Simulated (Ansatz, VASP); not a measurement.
# ZnO in VASP and in Ansatz

The input INCAR:

```
PREC = Accurate
ENCUT = 520
EDIFF = 1E-6
ISMEAR = -1
SIGMA = 0.01
LREAL = F
LASPH = T
NELM = 80
ALGO = Normal
ISIF = 2
LWAVE = F
LCHARG = F
NBANDS = 26
```

KPOINTS

```
regular mesh
0
Gamma
  8 8 5
```

The input POSCAR:

```
ZnO
1.0
    3.2601941478      0.0000000000      0.0000000000
   -1.6300970738      2.8234109532      0.0000000000
    0.0000000000      0.0000000000      5.2210884991
Zn O
2 2
Direct
    0.3333333333      0.6666666667      0.0000000000
    0.6666666667      0.3333333333      0.5000000000
    0.3333333333      0.6666666667      0.3821000000
    0.6666666667      0.3333333333      0.8821000000
```

Input for Ansatz:

```yaml
crystal:
  lattice:
    - [3.2601941478, 0.0, 0.0]
    - [-1.6300970738, 2.8234109532, 0.0]
    - [0.0, 0.0, 5.2210884991]
  atoms:
    - { symbol: Zn, position: [0.3333333333, 0.6666666667, 0.0] }
    - { symbol: Zn, position: [0.6666666667, 0.3333333333, 0.5] }
    - { symbol: O, position: [0.3333333333, 0.6666666667, 0.3821] }
    - { symbol: O, position: [0.6666666667, 0.3333333333, 0.8821] }
kpoints:
  mp_grid: { grid: [8, 8, 5] }
  band_path:
    path:
      - [0.0, 0.0, 0.0]
      - [0.5, 0.0, 0.0]
      - [0.3333333333, 0.3333333333, 0.0]
      - [0.0, 0.0, 0.0]
      - [0.0, 0.0, 0.5]
      - [0.5, 0.0, 0.5]
      - [0.3333333333, 0.3333333333, 0.5]
      - [0.0, 0.0, 0.5]
      - [0.5, 0.0, 0.5]
    npoints: 5
scf:
  occupations: { method: fermi_dirac, width: 0.01 }
hamiltonian:
  xc: lda
  pseudopotentials: { kind: all_electron, lapw: { basis_error: 0.0005 } }
output:
  forces: true
  stress: true
  eigenvalues: true
```

Change from the starting cell: volume scaled by 1.01.

Alike in both runs: task single point; functional LDA; k mesh 8 × 8 × 5; occupations fermi-dirac, width 0.01 eV; no spin polarisation.

|  | VASP | Ansatz |
| --- | --- | --- |
| version | VASP 6.6.1 | Ansatz 0.2.0 |
| potentials or method | VASP PAW LDA potentials, release 64 (Zn, O), cutoff 520 eV | all-electron LAPW, scalar-relativistic |

|  | VASP | Ansatz | Ansatz less VASP |
| --- | --- | --- | --- |
| gap on the k mesh at the Fermi level (eV) | 0.73 | 0.73 | +0.004 |
| pressure (GPa) | -7.3 | -8.3 | -0.95 |
| traceless stress, the component that is largest in VASP (GPa) | 0.43 | 0.44 | +0.007 |
| rms of the force components (eV/Å) | 0.023 | 0.023 | -0.0002 |

LDA's correlation is that of Perdew and Zunger in VASP and of Perdew and Wang (1992) in Ansatz. Atom by atom the forces differ by 0.000 eV/Å (rms over components). Ansatz ran all-electron here, and VASP with PAW potentials.
